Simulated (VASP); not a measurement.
# Ta (Fd-3m) in VASP: further runs, part 2 of 2

VASP 6.6.1. Earlier steps stand in the parts before.

## (6) Single point, PBEsol

This run uses another cell than the first one, of 27.06 Å³/atom, 0.962 times its volume.

INCAR reads:

```
SYSTEM = Ta
  PREC = Accurate
  ENCUT = 520
  EDIFF = 1E-7
  ISMEAR = -1
  SIGMA = 0.1
  LREAL = .False.
  LASPH = .True.
  NELM = 60
  ALGO = Normal
  ISIF = 2
  LWAVE = .False.
  LCHARG = .True.
  GGA = PS
  LELF = .True.
  LVHAR = .True.
  NBANDS = 18
```

KPOINTS reads:

```
regular mesh
0
Gamma
  15 15 15
  0 0 0
```

POSCAR reads:

```
Ta
1.0
    0.0000000000      3.0023350781      3.0023350781
    3.0023350781      0.0000000000      3.0023350781
    3.0023350781      3.0023350781      0.0000000000
Ta
2
Direct
    0.1250000000      0.1250000000      0.1250000000
    0.8750000000      0.8750000000      0.8750000000
```

Potentials or basis: VASP PAW PBE potentials, release 64 (Ta_pv).

Run with:

```
$ cat potpaw_PBE.64/Ta_pv/POTCAR > POTCAR
$ mpirun -np 1 vasp_std > vasp.out
```

OUTCAR:

```text
SYSTEM = Ta
   PREC = Accurate
   ENCUT = 520
   EDIFF = 1E-7
   ISMEAR = -1
   LREAL = .False.
   LASPH = .True.
   NELM = 60
   ISIF = 2
   GGA = PS

 ion  position               nearest neighbor table
   1  0.125  0.125  0.125-   2 2.60   2 2.60   2 2.60   2 2.60
   2  0.875  0.875  0.875-   1 2.60   1 2.60   1 2.60   1 2.60

  LATTYP: Found a face centered cubic cell.
 ALAT       =     6.0046701562

  Lattice vectors:

 A1 = (   0.0000000000,   3.0023350781,   3.0023350781)
[... 191 lines left out ...]
      5     -31.0747      2.00000
      6     -31.0747      2.00000
[... 481 lines left out ...]
      5     -31.0114      2.00000
      6     -31.0110      2.00000
[... 10 lines left out ...]
     17       8.4210      0.00000
     18      11.6779      0.00000

 [... further k-points ...]
[... 5 lines left out ...]
  --------------------------------------------------------------------------------------
  -------------------------------------------------------------------------------------
  Total        0.0506212      0.0506212      0.0506212      0.0000000     -0.0000000      0.0000000
  in kB        1.4984272      1.4984272      1.4984272      0.0000000     -0.0000000      0.0000000
  external PRESSURE =       1.4984272 kB  Pullay stress =       0.0000000 kB

 VOLUME and BASIS-vectors are now :
 -----------------------------------------------------------------------------
  energy-cutoff  :      520.00
  volume of cell :       54.13
      direct lattice vectors                 reciprocal lattice vectors
     0.000000000  3.002335078  3.002335078    -0.166537041  0.166537041  0.166537041
     3.002335078  0.000000000  3.002335078     0.166537041 -0.166537041  0.166537041
     3.002335078  3.002335078  0.000000000     0.166537041  0.166537041 -0.166537041

 POSITION                                       TOTAL-FORCE (eV/Angst)
 -----------------------------------------------------------------------------------
      0.75058      0.75058      0.75058         0.000000      0.000000      0.000000
      5.25409      5.25409      5.25409        -0.000000     -0.000000     -0.000000
 -----------------------------------------------------------------------------------
    total drift:                                0.000000      0.000000     -0.000000

  FREE ENERGIE OF THE ION-ELECTRON SYSTEM (eV)
  ---------------------------------------------------
  free  energy   TOTEN  =       -19.1026502345 eV

  energy  without entropy=      -18.9754260590  energy(sigma->0) =      -19.03903815
```

OSZICAR:

```text
N       E                     dE             d eps       ncg     rms          rms(c)
DAV:   1     0.168053755316E+03    0.16805E+03   -0.12486E+04  4320   0.117E+03
DAV:   2    -0.151941997027E+02   -0.18325E+03   -0.18034E+03  5384   0.329E+02
DAV:   3    -0.194032007108E+02   -0.42090E+01   -0.41182E+01  5262   0.474E+01
DAV:   4    -0.194517214848E+02   -0.48521E-01   -0.48313E-01  5334   0.522E+00
DAV:   5    -0.194522353511E+02   -0.51387E-03   -0.51372E-03  5252   0.504E-01    0.133E+01
DAV:   6    -0.191779859845E+02    0.27425E+00   -0.43265E-01  5574   0.462E+00    0.696E+00
DAV:   7    -0.191074814263E+02    0.70505E-01   -0.18042E-01  5588   0.335E+00    0.105E+00
DAV:   8    -0.191025963770E+02    0.48850E-02   -0.15621E-02  4868   0.728E-01    0.937E-02
DAV:   9    -0.191026440141E+02   -0.47637E-04   -0.28715E-04  5020   0.117E-01    0.465E-02
DAV:  10    -0.191026509371E+02   -0.69230E-05   -0.18289E-05  5294   0.369E-02    0.488E-03
DAV:  11    -0.191026504016E+02    0.53554E-06   -0.84067E-07  5252   0.614E-03    0.311E-03
DAV:  12    -0.191026502090E+02    0.19260E-06   -0.82130E-08  2654   0.235E-03    0.495E-04
DAV:  13    -0.191026502345E+02   -0.25526E-07   -0.59417E-09  2510   0.635E-04
   1 F= -.19102650E+02 E0= -.19039038E+02  d E =-.127224E+00
```

stdout:

```text
POSCAR found type information on POSCAR Ta
 POSCAR found :  1 types and       2 ions
 scaLAPACK will be used
 -----------------------------------------------------------------------------
|                                                                             |
|                                                                             |
|     You enforced a specific xc type in the INCAR file but a different       |
|     I HOPE YOU KNOW WHAT YOU ARE DOING!                                     |
|                                                                             |
 -----------------------------------------------------------------------------

 LDA part: xc-table for (Slater+PW92), standard interpolation
 POSCAR, INCAR and KPOINTS ok, starting setup
 FFT: planning ... GRIDC
 FFT: planning ... GRID_SOFT
 FFT: planning ... GRID
 WAVECAR not read
 entering main loop
```

Run time: 2 min. Hardware: 1 thread of Intel Xeon 8259CL, shared host; peak memory 0.24 GiB.

What came out:

- Free energy: -19.1027 eV
- Pressure: 0.1 GPa
- Band gap on the k mesh: zero (band 11 reaches 2.57 eV, above the bottom of band 12 at 1.76 eV)

Caveat: the PAW data sets were made with another functional, which shifts forces and pressure a little; spin-orbit coupling is left out, which moves the levels of the heavy elements.

## (7) Summary

```csv
task,cell,k mesh,cutoff (eV),gap on the mesh (eV),pressure (GPa)
single point,"a = 4.302 Å, angles 60.0°, 2 atoms",10 × 10 × 10,520,none,-2.7
single point,"a = 4.356 Å, angles 60.0°, 2 atoms",10 × 10 × 10,520,none,-5.0
single point,"a = 4.409 Å, angles 60.0°, 2 atoms",10 × 10 × 10,520,none,-7.0
relaxation of cell and atoms,"relaxed from a = 4.101 Å, angles 60.0°, 2 atoms",9 × 9 × 9,600,none,0.1
single point,"a = 4.246 Å, angles 60.0°, 2 atoms",15 × 15 × 15,520,none,0.1
```

Alike in all rows: level PBEsol; potentials or basis VASP PAW PBE potentials, release 64 (Ta_pv); no spin polarisation; smearing fermi-dirac 0.1 eV.

Caveats: the PAW data sets were made with another functional, which shifts forces and pressure a little; spin-orbit coupling is left out, which moves the levels of the heavy elements.

Total energies depend on the potentials used, so only differences within one code and one set of settings carry meaning.
